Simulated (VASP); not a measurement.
The system is Ba.

```
Ba
1.0
    -2.50650    2.50650    2.50650
     2.50650   -2.50650    2.50650
     2.50650    2.50650   -2.50650
Ba
1
Cartesian
  0.0000 0.0000 0.0000
```

| Property | Result |
| --- | --- |
| Program | VASP 6.6.1 |
| Task | relaxation of volume and atoms at fixed shape |
| Functional | PBEsol |
| Potentials or basis | VASP PAW PBE potentials, release 64 (Ba_sv) |
| Cutoff | 600 eV |
| k mesh | 5 × 5 × 5 |
| Occupations | methfessel-paxton, width 0.05 eV |
| Spin | no spin polarisation |

At the start: pressure -0.8 GPa; volume 62.99 Å³/atom.

Question: How do energy, volume and symmetry change on relaxing?

Answer: Over 3 steps the energy falls by 15.1 meV/atom and the volume is 57.25 Å³/atom (-9.1 %); space group Im-3m (No. 229, to 0.05 Å).

The path:
| step | energy change (eV) | largest force (eV/Å) | pressure (GPa) | volume (Å³) |
| --- | --- | --- | --- | --- |
| 1 | 0.0000 | 0.0000 | -0.82 | 62.99 |
| 2 | -0.0115 | 0.0000 | -0.44 | 60.09 |
| 3 | -0.0151 | 0.0000 | 0.02 | 57.25 |

Final structure:
```
Ba
1.0
    -2.42791    2.42791    2.42791
     2.42791   -2.42791    2.42791
     2.42791    2.42791   -2.42791
Ba
1
Direct
  0.00000 0.00000 0.00000
```

Caveat: the PAW data sets were made with another functional, which shifts forces and pressure a little.
